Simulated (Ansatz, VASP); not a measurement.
EuO: VASP beside Ansatz

File INCAR:

```
  PREC = Accurate
  ENCUT = 520
  EDIFF = 1E-6
  ISMEAR = 0
  SIGMA = 0.05
  LREAL = False
  LASPH = True
  NELM = 120
  ALGO = Normal
  ISIF = 2
  LWAVE = False
  LCHARG = True
  ISPIN = 2
  MAGMOM = 4.49 0
  LORBIT = 11
  LMAXMIX = 6
  LDAU = True
  LDAUTYPE = 2
  LDAUL = 3 -1
  LDAUU = 4 0
  LDAUJ = 0 0
  LDAUPRINT = 1
  METAGGA = R2SCAN
  LMIXTAU = True
  LELF = True
  LVHAR = True
  NBANDS = 22
```

The input KPOINTS:

```
regular mesh
0
Gamma
  6 6 6
```

POSCAR

```
EuO
1.0
    0.0000000000      2.5719519700      2.5719519700
    2.5719519700      0.0000000000      2.5719519700
    2.5719519700      2.5719519700      0.0000000000
Eu O
1 1
Direct
    0.5000000000      0.5000000000      0.5000000000
    0.0000000000      0.0000000000      0.0000000000
```

Contents of input.yaml:

```yaml
crystal:
  lattice:
    - [0.0, 2.57195197, 2.57195197]
    - [2.57195197, 0.0, 2.57195197]
    - [2.57195197, 2.57195197, 0.0]
  atoms:
    - { symbol: Eu, position: [0.5, 0.5, 0.5], spin: 4.49 }
    - { symbol: O, position: [0.0, 0.0, 0.0] }
hamiltonian:
  xc: r2scan
  pseudopotentials: { kind: paw }
  hubbard: { sites: [{ species: Eu, l: f, u_eff: 4.0 }] }
magnetization:
  spin_polarized: true
kpoints:
  mp_grid: { grid: [6, 6, 6] }
scf:
  occupations: { method: gaussian, width: 0.05 }
output:
  forces: true
  stress: true
  eigenvalues: true
```

Alike in both runs: task single point; functional r2SCAN; k mesh 6 × 6 × 6; occupations gaussian, width 0.05 eV; collinear spin, random start; Hubbard terms Eu f U = 4 eV.

```csv
,VASP,Ansatz
version,VASP 6.6.1,Ansatz 0.2.0
potentials or method,"VASP PAW PBE potentials, release 64 (Eu, O)",Ansatz PAW
plane-wave cutoff (eV),520,500
valence electrons in the cell,23,23
```

Ansatz gave:

```
pressure (GPa)                                                : -1.2
net moment per atom (μB)                                      : 3.50
size of the moment on the site where the two differ most (μB) : 6.78
```

Estimate VASP's values.

pressure (GPa): -2.0; net moment per atom (μB): 3.50; size of the moment on the site where the two differ most (μB): 6.62.

VASP's potentials were made for PBE, not for r2SCAN. Site moments also hang on the region over which each program counts them. The programs project onto different local orbitals, so the same U acts differently, and such runs can settle in different states.

Spin-orbit coupling is off throughout. Noted on Ansatz's run: the magnetic or orbital state may not be the lowest.
